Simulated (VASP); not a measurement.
A run of VASP 6.6.1 is set up as follows.

File POSCAR:

```
C
1.0
    2.5996428447      0.0000000000      0.0000000000
   -1.2998214224      2.2513567443      0.0000000000
    0.0000000000      0.0000000000      4.3292123262
C
4
Direct
    0.3333333333      0.6666666667      0.0627304278
    0.6666666667      0.3333333333      0.5627304278
    0.3333333333      0.6666666667      0.4372695722
    0.6666666667      0.3333333333      0.9372695722
```

File INCAR.step1:

```
SYSTEM = C
PREC = Accurate
ENCUT = 520
ISMEAR = -1
SIGMA = 0.05
LREAL = .FALSE.
LASPH = .TRUE.
NELM = 80
NBANDS = 16
GGA = PE
ALGO = Normal
EDIFF = 1E-4
LWAVE = .TRUE.
LCHARG = .FALSE.
```

INCAR.step2

```
SYSTEM = C
PREC = Accurate
ENCUT = 520
EDIFF = 1E-7
ISMEAR = -1
SIGMA = 0.05
LREAL = .FALSE.
LASPH = .TRUE.
NELM = 80
ALGO = Normal
ISIF = 2
LWAVE = .FALSE.
LCHARG = .FALSE.
METAGGA = R2SCAN
LMIXTAU = .TRUE.
NBANDS = 16
ISTART = 1
```

File KPOINTS:

```
Automatic mesh
0
G
  12 12 7
  0 0 0
```

Potentials or basis: VASP PAW PBE potentials, release 64 (C).

Run with:

```console
$ cat potpaw_PBE.64/C/POTCAR > POTCAR
$ cp INCAR.step1 INCAR
$ mpirun -np 1 vasp_std > vasp.out
$ cp INCAR.step2 INCAR
$ mpirun -np 1 vasp_std > vasp.out
```

Q: Predict the band gap on the k mesh.

A: 3.89 eV, indirect (least direct gap 5.00 eV).

Q: What does it give for the pressure?

A: -40.7 GPa.

Stress tensor (GPa, compression positive):
```
-40.53   0.00   0.00
  0.00 -40.53   0.00
  0.00   0.00 -41.03
```

Caveat: the PAW data sets were made with another functional, which shifts forces and pressure a little. A k mesh can miss the band edges.
